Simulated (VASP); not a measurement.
# InSb3 (P4/mmm) in VASP: further runs

Runs on InSb3. Level: PBEsol. Tasks: single point.

All numbers are computed with VASP 6.6.1; they aren't measurements. Logs are shortened: lines on timing, memory, paths and dates and some standing lists are left out, and cuts for length are marked.

### 1 The cell of the first run

Symmetry: P4/mmm, No. 123, tetragonal system. The conventional cell has a = 4.507 Å, b = 4.507 Å, c = 4.789 Å, α = 90.00°, β = 90.00°, γ = 90.00°. Within 4.2 Å of In (site symmetry 4/mmm) lie 12 Sb at 3.19 to 3.29 Å. Sb (site symmetry mmm) has 8 Sb at 3.19 to 3.29 Å and 4 In at 3.29 Å within 4.2 Å. Within 4.2 Å of Sb (site symmetry 4/mmm) lie 4 In at 3.19 Å and 8 Sb at 3.29 Å.

### 2 Single point, PBEsol (volume 24.316 Å^3 an atom, c/a of the conventional cell 1.0625)

File INCAR:

```
SYSTEM = InSb3
ALGO = Normal ; EDIFF = 1E-6
ENCUT = 520 ; GGA = PS
ISIF = 2 ; ISMEAR = 0
LASPH = .TRUE. ; LCHARG = .FALSE.
LREAL = .FALSE. ; LWAVE = .FALSE.
NBANDS = 22 ; NELM = 100
PREC = Accurate ; SIGMA = 0.15
```

File KPOINTS:

```
k-points
0
G
  10 10 10
  0 0 0
```

File POSCAR:

```
InSb3
1.0
    4.5068634070      0.0000000000      0.0000000000
    0.0000000000      4.5068634070      0.0000000000
    0.0000000000      0.0000000000      4.7885423700
In Sb
1 3
Direct
    0.0000000000      0.0000000000      0.0000000000
    0.5000000000      0.0000000000      0.5000000000
    0.0000000000      0.5000000000      0.5000000000
    0.5000000000      0.5000000000      0.0000000000
```

Potentials or basis: VASP PAW PBE potentials, release 64 (In_d, Sb).

On the command line:

```console
$ cat potpaw_PBE.64/In_d/POTCAR potpaw_PBE.64/Sb/POTCAR > POTCAR
$ mpirun -np 1 vasp_std > vasp.out
```

OUTCAR:

```text
SYSTEM = InSb3
   EDIFF = 1E-6
   ENCUT = 520
   GGA = PS
   ISIF = 2
   ISMEAR = 0
   LASPH = .TRUE.
   LREAL = .FALSE.
   NELM = 100
   PREC = Accurate

 ion  position               nearest neighbor table
   1  0.000  0.000  0.000-   4 3.19   4 3.19   4 3.19   4 3.19   3 3.29   3 3.29   3 3.29   3 3.29
                             2 3.29   2 3.29   2 3.29   2 3.29
   2  0.500  0.000  0.500-   3 3.19   3 3.19   3 3.19   3 3.19   4 3.29   1 3.29   4 3.29   4 3.29
                             1 3.29   4 3.29   1 3.29   1 3.29
   3  0.000  0.500  0.500-   2 3.19   2 3.19   2 3.19   2 3.19   4 3.29   1 3.29   1 3.29   1 3.29
                             4 3.29   4 3.29   4 3.29   1 3.29
   4  0.500  0.500  0.000-   1 3.19   1 3.19   1 3.19   1 3.19   3 3.29   2 3.29   2 3.29   2 3.29
                             3 3.29   3 3.29   3 3.29   2 3.29

  LATTYP: Found a simple tetragonal cell.
 ALAT       =     4.5068634070
 C/A-ratio  =     1.0625000000

  Lattice vectors:

 A1 = (   4.5068634070,   0.0000000000,   0.0000000000)
 A2 = (   0.0000000000,   4.5068634070,   0.0000000000)
 A3 = (   0.0000000000,   0.0000000000,   4.7885423700)

Analysis of symmetry for initial positions (statically):
=====================================================================
 Subroutine PRICEL returns:
 Original cell was already a primitive cell.

 Routine SETGRP: Setting up the symmetry group for a
 simple tetragonal supercell.

 Subroutine GETGRP returns: Found 16 space group operations
 (whereof 16 operations were pure point group operations)
 out of a pool of 16 trial point group operations.

The static configuration has the point symmetry D_4h.

Analysis of symmetry for dynamics (positions and initial velocities):
=====================================================================
 Subroutine PRICEL returns:
 Original cell was already a primitive cell.

 Routine SETGRP: Setting up the symmetry group for a
 simple tetragonal supercell.

 Subroutine GETGRP returns: Found 16 space group operations
 (whereof 16 operations were pure point group operations)
 out of a pool of 16 trial point group operations.

The dynamic configuration has the point symmetry D_4h.

 Subroutine INISYM returns: Found 16 space group operations
 (whereof 16 operations are pure point group operations),
 and found     1 'primitive' translations

----------------------------------------------------------------------------------------

                                     Primitive cell

  volume of cell :      97.2640

  direct lattice vectors                    reciprocal lattice vectors
     4.506863407  0.000000000  0.000000000     0.221883805  0.000000000  0.000000000
     0.000000000  4.506863407  0.000000000     0.000000000  0.221883805  0.000000000
     0.000000000  0.000000000  4.788542370     0.000000000  0.000000000  0.208831816

  length of vectors
     4.506863407  4.506863407  4.788542370     0.221883805  0.221883805  0.208831816

  position of ions in fractional coordinates (direct lattice)
     0.000000000  0.000000000  0.000000000
     0.500000000  0.000000000  0.500000000
     0.000000000  0.500000000  0.500000000
     0.500000000  0.500000000  0.000000000

  ion indices of the primitive-cell ions
   primitive index   ion index
                 1           1
                 2           2
                 3           3
                 4           4

----------------------------------------------------------------------------------------

 KPOINTS: k-points

Automatic generation of k-mesh.
 Grid dimensions read from file:
 generate k-points for:   10   10   10

 Generating k-lattice:

  Cartesian coordinates                     Fractional coordinates (reciprocal lattice)
     0.022188380  0.000000000  0.000000000     0.100000000  0.000000000  0.000000000
     0.000000000  0.022188380  0.000000000     0.000000000  0.100000000  0.000000000
     0.000000000  0.000000000  0.020883182     0.000000000  0.000000000  0.100000000

  Length of vectors
     0.022188380  0.022188380  0.020883182

  Shift w.r.t. Gamma in fractional coordinates (k-lattice)
     0.000000000  0.000000000  0.000000000

 Subroutine IBZKPT returns following result:
 ===========================================

 Found    126 irreducible k-points:

 Following reciprocal coordinates:
            Coordinates               Weight
  0.000000  0.000000  0.000000      1.000000
  0.100000  0.000000  0.000000      4.000000
  0.200000  0.000000  0.000000      4.000000
  0.300000  0.000000  0.000000      4.000000
  0.400000  0.000000  0.000000      4.000000
  0.500000  0.000000  0.000000      2.000000
[... 16 lines left out ...]
  0.100000  0.000000  0.100000      8.000000
  0.200000  0.000000  0.100000      8.000000
 [... further k-points ...]
   k-points           NKPTS =    126   k-points in BZ     NKDIM =    126   number of bands    NBANDS=     22
   number of dos      NEDOS =    301   number of ions     NIONS =      4
   total plane-waves  NPLWV =  46656
   dimension x,y,z NGX =    36 NGY =   36 NGZ =   36
   dimension x,y,z NGXF=    72 NGYF=   72 NGZF=   72
   ions per type =               1   3
   NGX,Y,Z   is equivalent  to a cutoff of  13.28, 13.28, 12.50 a.u.
   NGXF,Y,Z  is equivalent  to a cutoff of  26.56, 26.56, 25.00 a.u.
 SYSTEM =  InSb3
   PREC   = accura    normal or accurate (medium, high low for compatibility)
   ISTART =      0    job   : 0-new  1-cont  2-samecut
   ICHARG =      2    charge: 1-file 2-atom 10-const
   ISPIN  =      1    spin polarized calculation?
   LNONCOLLINEAR =      F non collinear calculations
   LSORBIT =      F    spin-orbit coupling
   LASPH  =      T    aspherical Exc in radial PAW
   ENCUT  =  520.0 eV  38.22 Ry    6.18 a.u.   8.38  8.38  8.90*2*pi/ulx,y,z
   NELM   =    100;   NELMIN=  2; NELMDL= -5     # of ELM steps
   EDIFF  = 0.1E-05   stopping-criterion for ELM
   LREAL  =      F    real-space projection
   EDIFFG = 0.1E-04   stopping-criterion for IOM
   NSW    =      0    number of steps for IOM
   IBRION =     -1    ionic relax: 0-MD 1-quasi-New 2-CG
   NFREE  =      0    steps in history (QN), initial steepest desc. (CG)
   ISIF   =      2    stress and relaxation
   ISYM   =      2    0-nonsym 1-usesym 2-fastsym
   POTIM  = 0.5000    time-step for ionic-motion
   TEBEG  =    0.0;   TEEND  =   0.0 temperature during run
   PSTRESS=    0.0 pullay stress
   NELECT =      28.0000    total number of electrons
   NUPDOWN=      -1.0000    fix difference up-down
   EMIN   =  10.00;   EMAX   =-10.00  energy-range for DOS
   EFERMI =   0.00;   METHOD = LEGACY
   ISMEAR =     0;   SIGMA  =   0.15  broadening in eV -4-tet -1-fermi 0-gaus
   EFERMI_NEDOS =   21; number of points for ismear=-14 and -15
   IALGO  =     38    algorithm
   IMIX   =      4    mixing-type and parameters
     AMIX     =   0.40;   BMIX     =  1.00
     AMIX_MAG =   1.60;   BMIX_MAG =  1.00
  volume/ion in A,a.u.               =      24.32       164.09
  Fermi-wavevector in a.u.,A,eV,Ry     =   1.080961  2.042721 15.898098  1.168477
  Thomas-Fermi vector in A             =   2.216966
   LORBIT       =      0    0 simple, 1 ext, 2 COOP (PROOUT), +10 PAW based schemes
   GGA     = PS    functional components
   LHFCALC =     F    Hartree Fock is set to
   AEXX    =    0.0000 exact exchange contribution
   IVDW    =     0    specifies the selected vdW correction
   LEPSILON=     F    determine dielectric tensor
   LRPA    =     F    only Hartree local field effects (RPA)
 non-spin polarized calculation
 Gauss-broadening in eV      SIGMA  =   0.15
  energy-cutoff  :      520.00
  volume of cell :       97.26
 maximum number of plane-waves:      2644
 NGX is ok and might be reduce to    36
   NGX = 17   NGY = 17   NGZ = 17

 number of electron      28.0000015 magnetization

 Free energy of the ion-electron system (eV)
  ---------------------------------------------------
  ext. energy  EPLUGINS =         0.00000000
  ---------------------------------------------------
  free energy    TOTEN  =       -15.91825131 eV

  energy without entropy =      -15.89668432  energy(sigma->0) =      -15.90746781

 E-fermi :   9.3986     XC(G=0): -10.7712

 val. band max:        9.3839591966   @ k =   0.2000   0.0000   0.1000
 cond. band min:       9.4020613068   @ k =   0.4000   0.1000   0.1000
 fundamental gap:      0.0181021102
 Fermi energy:         9.3986249675

 k-point     1 :       0.0000    0.0000    0.0000
  band No.  band energies     occupation
      1      -5.1821      2.00000
      2      -5.1626      2.00000
      3      -5.1409      2.00000
      4      -5.1391      2.00000
      5      -5.1391      2.00000
      6      -3.7968      2.00000
[... 14 lines left out ...]
     21      14.4740      0.00000
     22      14.4740      0.00000

 k-point     2 :       0.1000    0.0000    0.0000
  band No.  band energies     occupation
      1      -5.1802      2.00000
      2      -5.1603      2.00000
      3      -5.1435      2.00000
      4      -5.1415      2.00000
      5      -5.1391      2.00000
      6      -3.7238      2.00000
[... 14 lines left out ...]
     21      14.6458      0.00000
     22      15.0344      0.00000

 k-point     3 :       0.2000    0.0000    0.0000
  band No.  band energies     occupation
      1      -5.1758      2.00000
      2      -5.1540      2.00000
      3      -5.1502      2.00000
      4      -5.1475      2.00000
      5      -5.1389      2.00000
      6      -3.5058      2.00000
[... 14 lines left out ...]
     21      15.6498      0.00000
     22      15.6918      0.00000
[... 476 lines left out ...]
 k-point    23 :       0.1000    0.0000    0.1000
  band No.  band energies     occupation
      1      -5.1783      2.00000
      2      -5.1596      2.00000
      3      -5.1435      2.00000
      4      -5.1434      2.00000
      5      -5.1406      2.00000
      6      -3.6599      2.00000
[... 14 lines left out ...]
     21      14.9518      0.00000
     22      15.5967      0.00000

 k-point    24 :       0.2000    0.0000    0.1000
  band No.  band energies     occupation
      1      -5.1738      2.00000
      2      -5.1533      2.00000
      3      -5.1502      2.00000
      4      -5.1501      2.00000
      5      -5.1404      2.00000
      6      -3.4412      2.00000
[... 14 lines left out ...]
     21      15.0736      0.00000
     22      15.1576      0.00000

 [... further k-points ...]

------------------------ aborting loop because EDIFF is reached ----------------------------------------

  FORCE on cell =-STRESS in cart. coord.  units (eV):
  Direction    XX          YY          ZZ          XY          YZ          ZX
  --------------------------------------------------------------------------------------
  -------------------------------------------------------------------------------------
  Total        3.7680461      3.7680461      3.6110159      0.0000000      0.0000000      0.0000000
  in kB       62.0689877     62.0689877     59.4823140      0.0000000      0.0000000      0.0000000
  external PRESSURE =      61.2067631 kB  Pullay stress =       0.0000000 kB

 VOLUME and BASIS-vectors are now :
 -----------------------------------------------------------------------------
  energy-cutoff  :      520.00
  volume of cell :       97.26
      direct lattice vectors                 reciprocal lattice vectors
     4.506863407  0.000000000  0.000000000     0.221883805  0.000000000  0.000000000
     0.000000000  4.506863407  0.000000000     0.000000000  0.221883805  0.000000000
     0.000000000  0.000000000  4.788542370     0.000000000  0.000000000  0.208831816

 POSITION                                       TOTAL-FORCE (eV/Angst)
 -----------------------------------------------------------------------------------
      0.00000      0.00000      0.00000         0.000000      0.000000      0.000000
      2.25343      0.00000      2.39427         0.000000      0.000000      0.000000
      0.00000      2.25343      2.39427         0.000000      0.000000      0.000000
      2.25343      2.25343      0.00000         0.000000      0.000000      0.000000
 -----------------------------------------------------------------------------------
    total drift:                                0.000000     -0.000000     -0.000000

  FREE ENERGIE OF THE ION-ELECTRON SYSTEM (eV)
  ---------------------------------------------------
  free  energy   TOTEN  =       -15.9182513103 eV

  energy  without entropy=      -15.8966843185  energy(sigma->0) =      -15.90746781
```

Wall time 2 min (1 thread of Intel Xeon 6975P-C, shared host); peak memory 0.39 GiB.

What came out:

* Free energy: -15.9183 eV
* Pressure: 6.1 GPa
* Band gap on the k mesh: zero (band 14 reaches 12.95 eV, above the bottom of band 15 at 7.93 eV)

Caveat: the PAW data sets were made with another functional, which shifts forces and pressure a little; spin-orbit coupling is left out, which moves the levels of the heavy elements.

(Part 1 of 2 ends here.)
